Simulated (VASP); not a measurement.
# ZnSe (F-43m) in VASP: notebook

Runs on ZnSe. Level: PBEsol. Tasks: single point.

Everything below comes from runs of VASP 6.6.1. Logs are shortened: lines on timing, memory, paths and dates and some standing lists are left out, and cuts for length are marked.

## 1. The cell of the first run

It takes space group F-43m (No. 216, cubic). The conventional cell has a = 5.633 Å, b = 5.633 Å, c = 5.633 Å, α = 90.00°, β = 90.00°, γ = 90.00°. Zn (site symmetry -43m) has 4 Se at 2.44 Å within 3.2 Å. Se (site symmetry -43m) has 4 Zn at 2.44 Å within 3.2 Å.

## 2. Single point, PBEsol

INCAR

```
ALGO = Normal
EDIFF = 1E-7
ENCUT = 520
GGA = PS
ISIF = 2
ISMEAR = 0
LASPH = True
LCHARG = True
LELF = True
LREAL = False
LVHAR = True
LWAVE = False
NBANDS = 26
NELM = 80
PREC = Accurate
SIGMA = 0.02
```

KPOINTS

```
k-points
0
Gamma
  8 8 6
```

POSCAR

```
ZnSe
1.0
    2.8166236696      2.8166236696      0.0000000000
   -2.8166236696      2.8166236696      0.0000000000
    0.0000000000      0.0000000000      5.6332473391
Zn Se
2 2
Direct
    0.0000000000      0.0000000000      0.0000000000
    0.5000000000      0.5000000000      0.5000000000
    0.5000000000      0.0000000000      0.2500000000
    0.0000000000      0.5000000000      0.7500000000
```

Potentials or basis: VASP PAW PBE potentials, release 64 (Zn, Se).

Launch:

```
> cat potpaw_PBE.64/Zn/POTCAR potpaw_PBE.64/Se/POTCAR > POTCAR
> mpirun -np 1 vasp_std > vasp.out
```

OUTCAR:

```text
EDIFF = 1E-7
   ENCUT = 520
   GGA = PS
   ISIF = 2
   ISMEAR = 0
   LASPH = True
   LREAL = False
   NELM = 80
   PREC = Accurate

 ion  position               nearest neighbor table
   1  0.000  0.000  0.000-   3 2.44   4 2.44   4 2.44   3 2.44
   2  0.500  0.500  0.500-   3 2.44   4 2.44   3 2.44   4 2.44
   3  0.500  0.000  0.250-   1 2.44   2 2.44   2 2.44   1 2.44
   4  0.000  0.500  0.750-   1 2.44   2 2.44   1 2.44   2 2.44

  LATTYP: Found a simple tetragonal cell.
 ALAT       =     3.9833073936
 C/A-ratio  =     1.4142135623

  Lattice vectors:

 A1 = (   2.8166236696,   2.8166236696,   0.0000000000)
 A2 = (  -2.8166236696,   2.8166236696,   0.0000000000)
 A3 = (   0.0000000000,   0.0000000000,   5.6332473391)

Analysis of symmetry for initial positions (statically):
=====================================================================
 Subroutine PRICEL returns following result:

  LATTYP: Found a face centered cubic cell.
 ALAT       =     5.6332473392

  Lattice vectors:

 A1 = (   0.0000000000,  -2.8166236696,  -2.8166236696)
 A2 = (   2.8166236696,   0.0000000000,  -2.8166236696)
 A3 = (   2.8166236696,  -2.8166236696,   0.0000000000)

   2 primitive cells build up your supercell.

 Routine SETGRP: Setting up the symmetry group for a
 simple tetragonal supercell.

 Subroutine GETGRP returns: Found  8 space group operations
 (whereof  8 operations were pure point group operations)
 out of a pool of 16 trial point group operations.

The static configuration has the point symmetry D_2d.

Analysis of symmetry for dynamics (positions and initial velocities):
=====================================================================
 Subroutine PRICEL returns following result:

  LATTYP: Found a face centered cubic cell.
 ALAT       =     5.6332473392

  Lattice vectors:

 A1 = (   0.0000000000,  -2.8166236696,  -2.8166236696)
 A2 = (   2.8166236696,   0.0000000000,  -2.8166236696)
 A3 = (   2.8166236696,  -2.8166236696,   0.0000000000)

   2 primitive cells build up your supercell.

 Routine SETGRP: Setting up the symmetry group for a
 simple tetragonal supercell.

 Subroutine GETGRP returns: Found  8 space group operations
 (whereof  8 operations were pure point group operations)
 out of a pool of 16 trial point group operations.

[... 90 lines left out ...]
 SYSTEM =  unknown system
   PREC   = accura    normal or accurate (medium, high low for compatibility)
   ISTART =      0    job   : 0-new  1-cont  2-samecut
   ICHARG =      2    charge: 1-file 2-atom 10-const
   ISPIN  =      1    spin polarized calculation?
   LNONCOLLINEAR =      F non collinear calculations
   LSORBIT =      F    spin-orbit coupling
   LASPH  =      T    aspherical Exc in radial PAW
   ENCUT  =  520.0 eV  38.22 Ry    6.18 a.u.   7.41  7.41 10.47*2*pi/ulx,y,z
   NELM   =     80;   NELMIN=  2; NELMDL= -5     # of ELM steps
   EDIFF  = 0.1E-06   stopping-criterion for ELM
   LREAL  =      F    real-space projection
   EDIFFG = 0.1E-05   stopping-criterion for IOM
   NSW    =      0    number of steps for IOM
   IBRION =     -1    ionic relax: 0-MD 1-quasi-New 2-CG
   NFREE  =      0    steps in history (QN), initial steepest desc. (CG)
   ISIF   =      2    stress and relaxation
   ISYM   =      2    0-nonsym 1-usesym 2-fastsym
   POTIM  = 0.5000    time-step for ionic-motion
   TEBEG  =    0.0;   TEEND  =   0.0 temperature during run
   PSTRESS=    0.0 pullay stress
   NELECT =      36.0000    total number of electrons
   NUPDOWN=      -1.0000    fix difference up-down
   EMIN   =  10.00;   EMAX   =-10.00  energy-range for DOS
   EFERMI =   0.00;   METHOD = LEGACY
   ISMEAR =     0;   SIGMA  =   0.02  broadening in eV -4-tet -1-fermi 0-gaus
   EFERMI_NEDOS =   21; number of points for ismear=-14 and -15
   IALGO  =     38    algorithm
   IMIX   =      4    mixing-type and parameters
     AMIX     =   0.40;   BMIX     =  1.00
     AMIX_MAG =   1.60;   BMIX_MAG =  1.00
  volume/ion in A,a.u.               =      22.35       150.79
  Fermi-wavevector in a.u.,A,eV,Ry     =   1.209002  2.284682 19.887427  1.461685
  Thomas-Fermi vector in A             =   2.344592
   LORBIT       =      0    0 simple, 1 ext, 2 COOP (PROOUT), +10 PAW based schemes
   GGA     = PS    functional components
   LHFCALC =     F    Hartree Fock is set to
   AEXX    =    0.0000 exact exchange contribution
   IVDW    =     0    specifies the selected vdW correction
   LEPSILON=     F    determine dielectric tensor
   LRPA    =     F    only Hartree local field effects (RPA)
 non-spin polarized calculation
 Gauss-broadening in eV      SIGMA  =   0.02
  energy-cutoff  :      520.00
  volume of cell :       89.38
 maximum number of plane-waves:      2437
 NGX is ok and might be reduce to    30
   NGX = 15   NGY = 15   NGZ = 21

 number of electron      36.0000068 magnetization

 Free energy of the ion-electron system (eV)
  ---------------------------------------------------
  ext. energy  EPLUGINS =         0.00000000
  ---------------------------------------------------
  free energy    TOTEN  =       -13.54755771 eV

  energy without entropy =      -13.54755771  energy(sigma->0) =      -13.54755771

 E-fermi :   1.7799     XC(G=0):  -9.6095

 val. band max:        1.6456298213   @ k =   0.0000   0.0000   0.0000
 cond. band min:       2.8892684140   @ k =   0.0000   0.0000   0.0000
 fundamental gap:      1.2436385927
 Fermi energy:         1.7799492148

 k-point     1 :       0.0000    0.0000    0.0000
  band No.  band energies     occupation
      1     -11.7598      2.00000
      2     -10.6483      2.00000
      3      -4.9792      2.00000
      4      -4.9792      2.00000
      5      -4.9792      2.00000
      6      -4.9672      2.00000
[... 685 lines left out ...]
     25       9.6578      0.00000
     26       9.6578      0.00000

 [... further k-points ...]
[... 5 lines left out ...]
  --------------------------------------------------------------------------------------
  -------------------------------------------------------------------------------------
  Total        0.1626743      0.1626743      0.1553900      0.0000000      0.0000000      0.0000000
  in kB        2.9159695      2.9159695      2.7853977      0.0000000      0.0000000      0.0000000
  external PRESSURE =       2.8724456 kB  Pullay stress =       0.0000000 kB

 VOLUME and BASIS-vectors are now :
 -----------------------------------------------------------------------------
  energy-cutoff  :      520.00
  volume of cell :       89.38
      direct lattice vectors                 reciprocal lattice vectors
     2.816623670  2.816623670  0.000000000     0.177517503  0.177517503  0.000000000
    -2.816623670  2.816623670  0.000000000    -0.177517503  0.177517503  0.000000000
     0.000000000  0.000000000  5.633247339     0.000000000  0.000000000  0.177517503

 POSITION                                       TOTAL-FORCE (eV/Angst)
 -----------------------------------------------------------------------------------
      0.00000      0.00000      0.00000        -0.000000      0.000000     -0.000000
      0.00000      2.81662      2.81662        -0.000000     -0.000000      0.000000
      1.40831      1.40831      1.40831         0.000000      0.000000     -0.000000
     -1.40831      1.40831      4.22494         0.000000      0.000000     -0.000000
 -----------------------------------------------------------------------------------
    total drift:                               -0.000000      0.000000      0.000000

  FREE ENERGIE OF THE ION-ELECTRON SYSTEM (eV)
  ---------------------------------------------------
  free  energy   TOTEN  =       -13.5475577099 eV

  energy  without entropy=      -13.5475577099  energy(sigma->0) =      -13.54755771
```

Wall time 2.7 min (1 thread of AMD EPYC 7R43 (Zen 3), shared host); peak memory 0.22 GiB.

What came out:

```yaml
Free_energy: -13.5476 eV
Pressure: 0.3 GPa
Band_gap_on_the_k_mesh: 1.24 eV
```

Levels at points of the mesh, in eV from the valence-band top:
| k point | band 15 | band 16 | band 17 | band 18 | band 19 | band 20 | band 21 | band 22 |
| --- | --- | --- | --- | --- | --- | --- | --- | --- |
| (0.00, 0.00, 0.00) | -2.28 | 0.00 | 0.00 | 0.00 | 1.24 | 2.80 | 3.37 | 5.73 |
| (0.50, 0.00, 0.00) | -2.65 | -2.65 | -0.95 | -0.95 | 4.11 | 4.11 | 6.29 | 6.29 |
| (0.50, 0.50, 0.00) | -2.28 | -2.28 | -2.28 | -2.28 | 2.80 | 2.80 | 3.37 | 3.37 |
| (0.00, 0.00, 0.50) | -1.31 | -1.31 | -1.31 | -1.31 | 3.82 | 3.82 | 3.97 | 3.97 |
| (0.50, 0.00, 0.50) | -0.90 | -0.90 | -0.90 | -0.90 | 2.48 | 2.48 | 6.30 | 6.30 |
| (0.50, 0.50, 0.50) | -2.88 | -2.88 | -2.79 | -2.79 | 5.36 | 5.36 | 5.60 | 5.60 |

Caveat: the PAW data sets were made with another functional, which shifts forces and pressure a little.

## 3. Single point, PBEsol

INCAR

```
SYSTEM = ZnSe
  ALGO = Normal
  EDIFF = 1E-6
  ENCUT = 520
  GGA = PS
  ISIF = 2
  ISMEAR = 0
  LASPH = .TRUE.
  LCHARG = .FALSE.
  LREAL = .FALSE.
  LWAVE = .FALSE.
  NBANDS = 26
  NELM = 80
  PREC = Accurate
  SIGMA = 0.02
```

KPOINTS

```
k-points
0
G
  8 8 6
  0 0 0
```

POSCAR is that of step 2.

Potentials or basis: VASP PAW PBE potentials, release 64 (Zn, Se).

Launch:

```
> cat potpaw_PBE.64/Zn/POTCAR potpaw_PBE.64/Se/POTCAR > POTCAR
> mpirun -np 1 vasp_std > vasp.out
```

OUTCAR:

```text
SYSTEM = ZnSe
   EDIFF = 1E-6
   ENCUT = 520
   GGA = PS
   ISIF = 2
   ISMEAR = 0
   LASPH = .TRUE.
   LREAL = .FALSE.
   NELM = 80
   PREC = Accurate

 ion  position               nearest neighbor table
   1  0.000  0.000  0.000-   3 2.44   4 2.44   4 2.44   3 2.44
   2  0.500  0.500  0.500-   3 2.44   4 2.44   3 2.44   4 2.44
   3  0.500  0.000  0.250-   1 2.44   2 2.44   2 2.44   1 2.44
   4  0.000  0.500  0.750-   1 2.44   2 2.44   1 2.44   2 2.44

  LATTYP: Found a simple tetragonal cell.
 ALAT       =     3.9833073936
 C/A-ratio  =     1.4142135623

  Lattice vectors:

 A1 = (   2.8166236696,   2.8166236696,   0.0000000000)
 A2 = (  -2.8166236696,   2.8166236696,   0.0000000000)
 A3 = (   0.0000000000,   0.0000000000,   5.6332473391)

Analysis of symmetry for initial positions (statically):
=====================================================================
 Subroutine PRICEL returns following result:

  LATTYP: Found a face centered cubic cell.
 ALAT       =     5.6332473392

  Lattice vectors:

 A1 = (   0.0000000000,  -2.8166236696,  -2.8166236696)
 A2 = (   2.8166236696,   0.0000000000,  -2.8166236696)
 A3 = (   2.8166236696,  -2.8166236696,   0.0000000000)

   2 primitive cells build up your supercell.

 Routine SETGRP: Setting up the symmetry group for a
 simple tetragonal supercell.

 Subroutine GETGRP returns: Found  8 space group operations
 (whereof  8 operations were pure point group operations)
 out of a pool of 16 trial point group operations.

The static configuration has the point symmetry D_2d.

Analysis of symmetry for dynamics (positions and initial velocities):
=====================================================================
 Subroutine PRICEL returns following result:

  LATTYP: Found a face centered cubic cell.
 ALAT       =     5.6332473392

  Lattice vectors:

 A1 = (   0.0000000000,  -2.8166236696,  -2.8166236696)
 A2 = (   2.8166236696,   0.0000000000,  -2.8166236696)
 A3 = (   2.8166236696,  -2.8166236696,   0.0000000000)

   2 primitive cells build up your supercell.

 Routine SETGRP: Setting up the symmetry group for a
 simple tetragonal supercell.

 Subroutine GETGRP returns: Found  8 space group operations
 (whereof  8 operations were pure point group operations)
 out of a pool of 16 trial point group operations.

The dynamic configuration has the point symmetry D_2d.

 Subroutine INISYM returns: Found  8 space group operations
 (whereof  8 operations are pure point group operations),
 and found     2 'primitive' translations

----------------------------------------------------------------------------------------

                                     Primitive cell

  volume of cell :      44.6906

  direct lattice vectors                    reciprocal lattice vectors
     0.000000000 -2.816623670 -2.816623670    -0.177517503 -0.177517503 -0.177517503
     2.816623670  0.000000000 -2.816623670     0.177517503  0.177517503 -0.177517503
     2.816623670 -2.816623670  0.000000000     0.177517503 -0.177517503  0.177517503

  length of vectors
     3.983307394  3.983307394  3.983307394     0.307469334  0.307469334  0.307469334

  position of ions in fractional coordinates (direct lattice)
     0.000000000  0.000000000  0.000000000
     0.250000000  0.250000000  0.250000000

  ion indices of the primitive-cell ions
[... 22 lines left out ...]
  Shift w.r.t. Gamma in fractional coordinates (k-lattice)
     0.000000000  0.000000000  0.000000000

 Subroutine IBZKPT returns following result:
 ===========================================

 Found     60 irreducible k-points:

 Following reciprocal coordinates:
            Coordinates               Weight
  0.000000  0.000000  0.000000      1.000000
  0.125000  0.000000  0.000000      4.000000
  0.250000  0.000000  0.000000      4.000000
  0.375000  0.000000  0.000000      4.000000
  0.500000  0.000000  0.000000      2.000000
  0.125000  0.125000  0.000000      4.000000
[... 16 lines left out ...]
  0.375000  0.125000  0.166667     16.000000
  0.500000  0.125000  0.166667      8.000000
 [... further k-points ...]
   k-points           NKPTS =     60   k-points in BZ     NKDIM =     60   number of bands    NBANDS=     26
   number of dos      NEDOS =    301   number of ions     NIONS =      4
   total plane-waves  NPLWV =  37800
   dimension x,y,z NGX =    30 NGY =   30 NGZ =   42
   dimension x,y,z NGXF=    60 NGYF=   60 NGZF=   84
   ions per type =               2   2
   NGX,Y,Z   is equivalent  to a cutoff of  12.52, 12.52, 12.39 a.u.
   NGXF,Y,Z  is equivalent  to a cutoff of  25.04, 25.04, 24.79 a.u.
 SYSTEM =  ZnSe
   PREC   = accura    normal or accurate (medium, high low for compatibility)
   ISTART =      0    job   : 0-new  1-cont  2-samecut
   ICHARG =      2    charge: 1-file 2-atom 10-const
   ISPIN  =      1    spin polarized calculation?
   LNONCOLLINEAR =      F non collinear calculations
   LSORBIT =      F    spin-orbit coupling
   LASPH  =      T    aspherical Exc in radial PAW
   ENCUT  =  520.0 eV  38.22 Ry    6.18 a.u.   7.41  7.41 10.47*2*pi/ulx,y,z
   NELM   =     80;   NELMIN=  2; NELMDL= -5     # of ELM steps
   EDIFF  = 0.1E-05   stopping-criterion for ELM
   LREAL  =      F    real-space projection
   EDIFFG = 0.1E-04   stopping-criterion for IOM
   NSW    =      0    number of steps for IOM
   IBRION =     -1    ionic relax: 0-MD 1-quasi-New 2-CG
   NFREE  =      0    steps in history (QN), initial steepest desc. (CG)
   ISIF   =      2    stress and relaxation
   ISYM   =      2    0-nonsym 1-usesym 2-fastsym
   POTIM  = 0.5000    time-step for ionic-motion
   TEBEG  =    0.0;   TEEND  =   0.0 temperature during run
   PSTRESS=    0.0 pullay stress
   NELECT =      36.0000    total number of electrons
   NUPDOWN=      -1.0000    fix difference up-down
   EMIN   =  10.00;   EMAX   =-10.00  energy-range for DOS
   EFERMI =   0.00;   METHOD = LEGACY
   ISMEAR =     0;   SIGMA  =   0.02  broadening in eV -4-tet -1-fermi 0-gaus
   EFERMI_NEDOS =   21; number of points for ismear=-14 and -15
   IALGO  =     38    algorithm
   IMIX   =      4    mixing-type and parameters
     AMIX     =   0.40;   BMIX     =  1.00
     AMIX_MAG =   1.60;   BMIX_MAG =  1.00
  volume/ion in A,a.u.               =      22.35       150.79
  Fermi-wavevector in a.u.,A,eV,Ry     =   1.209002  2.284682 19.887427  1.461685
  Thomas-Fermi vector in A             =   2.344592
   LORBIT       =      0    0 simple, 1 ext, 2 COOP (PROOUT), +10 PAW based schemes
   GGA     = PS    functional components
   LHFCALC =     F    Hartree Fock is set to
   AEXX    =    0.0000 exact exchange contribution
   IVDW    =     0    specifies the selected vdW correction
   LEPSILON=     F    determine dielectric tensor
   LRPA    =     F    only Hartree local field effects (RPA)
 non-spin polarized calculation
 Gauss-broadening in eV      SIGMA  =   0.02
  energy-cutoff  :      520.00
  volume of cell :       89.38
 maximum number of plane-waves:      2437
 NGX is ok and might be reduce to    30
   NGX = 15   NGY = 15   NGZ = 21

 number of electron      36.0000068 magnetization

 Free energy of the ion-electron system (eV)
  ---------------------------------------------------
  ext. energy  EPLUGINS =         0.00000000
  ---------------------------------------------------
  free energy    TOTEN  =       -13.54755776 eV

  energy without entropy =      -13.54755776  energy(sigma->0) =      -13.54755776

 E-fermi :   1.7800     XC(G=0):  -9.6096

 val. band max:        1.6457190415   @ k =   0.0000   0.0000   0.0000
 cond. band min:       2.8892692757   @ k =   0.0000   0.0000   0.0000
 fundamental gap:      1.2435502342
 Fermi energy:         1.7800222978

 k-point     1 :       0.0000    0.0000    0.0000
  band No.  band energies     occupation
      1     -11.7597      2.00000
      2     -10.6481      2.00000
      3      -4.9795      2.00000
      4      -4.9795      2.00000
      5      -4.9795      2.00000
      6      -4.9675      2.00000
[... 685 lines left out ...]
     25       9.6578      0.00000
     26       9.6578      0.00000

 [... further k-points ...]
[... 5 lines left out ...]
  --------------------------------------------------------------------------------------
  -------------------------------------------------------------------------------------
  Total        0.1745550      0.1745550      0.1672640      0.0000000     -0.0000000      0.0000000
  in kB        3.1289338      3.1289338      2.9982408      0.0000000     -0.0000000      0.0000000
  external PRESSURE =       3.0853694 kB  Pullay stress =       0.0000000 kB

 VOLUME and BASIS-vectors are now :
 -----------------------------------------------------------------------------
  energy-cutoff  :      520.00
  volume of cell :       89.38
      direct lattice vectors                 reciprocal lattice vectors
     2.816623670  2.816623670  0.000000000     0.177517503  0.177517503  0.000000000
    -2.816623670  2.816623670  0.000000000    -0.177517503  0.177517503  0.000000000
     0.000000000  0.000000000  5.633247339     0.000000000  0.000000000  0.177517503

 POSITION                                       TOTAL-FORCE (eV/Angst)
 -----------------------------------------------------------------------------------
      0.00000      0.00000      0.00000        -0.000000     -0.000000     -0.000000
      0.00000      2.81662      2.81662        -0.000000     -0.000000      0.000000
      1.40831      1.40831      1.40831         0.000000      0.000000     -0.000000
     -1.40831      1.40831      4.22494         0.000000      0.000000     -0.000000
 -----------------------------------------------------------------------------------
    total drift:                               -0.000000      0.000000      0.000000

  FREE ENERGIE OF THE ION-ELECTRON SYSTEM (eV)
  ---------------------------------------------------
  free  energy   TOTEN  =       -13.5475577634 eV

  energy  without entropy=      -13.5475577634  energy(sigma->0) =      -13.54755776
```

Run time: 2.4 min. Hardware: 1 thread of AMD EPYC 7R43 (Zen 3), shared host; peak memory 0.22 GiB.

What came out:

```
Free energy            : -13.5476 eV
Pressure               : 0.3 GPa
Band gap on the k mesh : 1.24 eV
```

Caveat: the PAW data sets were made with another functional, which shifts forces and pressure a little.
